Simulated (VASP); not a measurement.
RbBr: single point with PBE

Crystal: RbBr.

```
CELL_PARAMETERS angstrom
0.00000 3.46083 3.46083
3.46083 0.00000 3.46083
3.46083 3.46083 0.00000
ATOMIC_POSITIONS crystal
Rb 0.00000 0.00000 0.00000
Br 0.50000 0.50000 0.50000
```

```json
{
 "Program": "VASP 6.6.1",
 "Task": "single point",
 "Functional": "PBE",
 "Potentials or basis": "VASP PAW PBE potentials, release 64 (Rb_sv, Br)",
 "Cutoff": "500 eV",
 "k mesh": "4 × 4 × 4",
 "Occupations": "methfessel-paxton, width 0.2 eV",
 "Spin": "no spin polarisation"
}
```

```
Pressure               : 0.5 GPa
Band gap on the k mesh : 4.29 eV, direct
```

Levels at points of the mesh, in eV from the valence-band top:
```csv
k point,band 6,band 7,band 8,band 9,band 10,band 11
"(0.00, 0.00, 0.00)",0.00,0.00,0.00,4.29,7.28,7.28
"(0.50, 0.00, 0.00)",-0.94,-0.33,-0.33,6.74,7.62,9.40
"(0.50, 0.50, 0.00)",-0.47,-0.16,-0.16,5.64,7.02,9.06
```

It took 27 s on 1 thread of Intel Xeon 8259CL, on a shared host, peak memory 0.2 GiB.
